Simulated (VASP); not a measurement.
# KC in VASP: further runs, part 2 of 2

VASP 6.6.1. Earlier steps stand in the parts before.

## (3) Single point, PBE

This run uses another cell than the first one: it holds 4 atoms, not 8.

The input, INCAR:

```
ALGO = Normal ; EDIFF = 1E-6
ENCUT = 520 ; GGA = PE
ISIF = 2 ; ISMEAR = 0
LASPH = True ; LCHARG = False
LREAL = False ; LWAVE = False
NBANDS = 21 ; NELM = 60
PREC = Accurate ; SIGMA = 0.02
```

The input, KPOINTS:

```
k-points
0
Gamma
  8 8 6
```

The input, POSCAR:

```
KC
1.0
    4.0374604212      0.0000000000      0.0000000000
    0.0000000000      4.0374604212      0.0000000000
    0.0000000000      0.0000000000      6.1851289446
K C
2 2
Direct
    0.5000000000      0.5000000000      0.5000000000
    0.5000000000      0.5000000000      0.0000000000
    0.0000000000      0.0000000000      0.6024831405
    0.0000000000      0.0000000000      0.3975168595
```

Potentials or basis: VASP PAW PBE potentials, release 64 (K_sv, C).

Run with:

```bash
> cat potpaw_PBE.64/K_sv/POTCAR potpaw_PBE.64/C/POTCAR > POTCAR
> mpirun -np 1 vasp_std > vasp.out
```

OUTCAR:

```text
EDIFF = 1E-6
   ENCUT = 520
   GGA = PE
   ISIF = 2
   ISMEAR = 0
   LASPH = True
   LREAL = False
   NELM = 60
   PREC = Accurate

 ion  position               nearest neighbor table
   1  0.500  0.500  0.500-   3 2.92   4 2.92   3 2.92   4 2.92   3 2.92   4 2.92   3 2.92   4 2.92
                             2 3.09   2 3.09
   2  0.500  0.500  0.000-   1 3.09   1 3.09
   3  0.000  0.000  0.602-   4 1.27   1 2.92   1 2.92   1 2.92   1 2.92
[... 778 lines left out ...]
  Direction    XX          YY          ZZ          XY          YZ          ZX
  --------------------------------------------------------------------------------------
  -------------------------------------------------------------------------------------
  Total        0.0439587      0.0439587      0.1750406      0.0000000      0.0000000     -0.0000000
  in kB        0.6985379      0.6985379      2.7815323      0.0000000      0.0000000     -0.0000000
  external PRESSURE =       1.3928694 kB  Pullay stress =       0.0000000 kB

 VOLUME and BASIS-vectors are now :
 -----------------------------------------------------------------------------
  energy-cutoff  :      520.00
  volume of cell :      100.82
      direct lattice vectors                 reciprocal lattice vectors
     4.037460421  0.000000000  0.000000000     0.247680447  0.000000000  0.000000000
     0.000000000  4.037460421  0.000000000     0.000000000  0.247680447  0.000000000
     0.000000000  0.000000000  6.185128945     0.000000000  0.000000000  0.161678117

 POSITION                                       TOTAL-FORCE (eV/Angst)
 -----------------------------------------------------------------------------------
      2.01873      2.01873      3.09256         0.000000      0.000000      0.000000
      2.01873      2.01873      0.00000         0.000000      0.000000      0.000000
      0.00000      0.00000      3.72644        -0.000000      0.000000      0.118555
      0.00000      0.00000      2.45869         0.000000      0.000000     -0.118555
 -----------------------------------------------------------------------------------
    total drift:                                0.000000      0.000000     -0.000000

  FREE ENERGIE OF THE ION-ELECTRON SYSTEM (eV)
  ---------------------------------------------------
  free  energy   TOTEN  =       -18.4248474554 eV

  energy  without entropy=      -18.4248474554  energy(sigma->0) =      -18.42484746
```

OSZICAR:

```text
N       E                     dE             d eps       ncg     rms          rms(c)
DAV:   1     0.173245940456E+03    0.17325E+03   -0.12161E+04  2520   0.109E+03
DAV:   2    -0.876772488661E+01   -0.18201E+03   -0.17580E+03  3061   0.310E+02
DAV:   3    -0.232133611259E+02   -0.14446E+02   -0.14393E+02  4448   0.694E+01
DAV:   4    -0.235212187673E+02   -0.30786E+00   -0.30756E+00  3616   0.992E+00
DAV:   5    -0.235358251559E+02   -0.14606E-01   -0.14606E-01  3934   0.142E+00    0.941E+00
DAV:   6    -0.189521380433E+02    0.45837E+01   -0.85774E+00  3083   0.120E+01    0.569E+00
DAV:   7    -0.184656438941E+02    0.48649E+00   -0.30192E+00  3531   0.832E+00    0.410E+00
DAV:   8    -0.184994358904E+02   -0.33792E-01   -0.77947E-01  3397   0.458E+00    0.133E+00
DAV:   9    -0.184262204761E+02    0.73215E-01   -0.24567E-01  3789   0.217E+00    0.483E-01
DAV:  10    -0.184255796553E+02    0.64082E-03   -0.33439E-02  3679   0.771E-01    0.203E-01
DAV:  11    -0.184249944345E+02    0.58522E-03   -0.75413E-03  3472   0.478E-01    0.835E-02
DAV:  12    -0.184248357214E+02    0.15871E-03   -0.12024E-03  3837   0.170E-01    0.304E-02
DAV:  13    -0.184248486174E+02   -0.12896E-04   -0.58991E-05  3508   0.461E-02    0.109E-02
DAV:  14    -0.184248474436E+02    0.11738E-05   -0.91733E-06  3341   0.160E-02    0.315E-03
DAV:  15    -0.184248474554E+02   -0.11842E-07   -0.19172E-06  2861   0.799E-03
   1 F= -.18424847E+02 E0= -.18424847E+02  d E =-.334623E-16
```

stdout:

```text
POSCAR found type information on POSCAR K C
 POSCAR found :  2 types and       4 ions
 scaLAPACK will be used
 LDA part: xc-table for (Slater+PW92), standard interpolation
 POSCAR, INCAR and KPOINTS ok, starting setup
 FFT: planning ... GRIDC
 FFT: planning ... GRID_SOFT
 FFT: planning ... GRID
 WAVECAR not read
 entering main loop
```

Wall time 2 min (1 thread of Oxide Virtual Turin-like, shared host); peak memory 0.22 GiB.

What came out:

```
Free energy            : -18.4248 eV
Pressure               : 0.1 GPa
Largest force          : 0.119 eV/Å
Band gap on the k mesh : 2.48 eV (least direct gap 2.82 eV)
```

Forces on the atoms (eV/Å):
```
K    0.000  0.000  0.000
K    0.000  0.000  0.000
C    0.000  0.000  0.119
C    0.000  0.000 -0.119
```
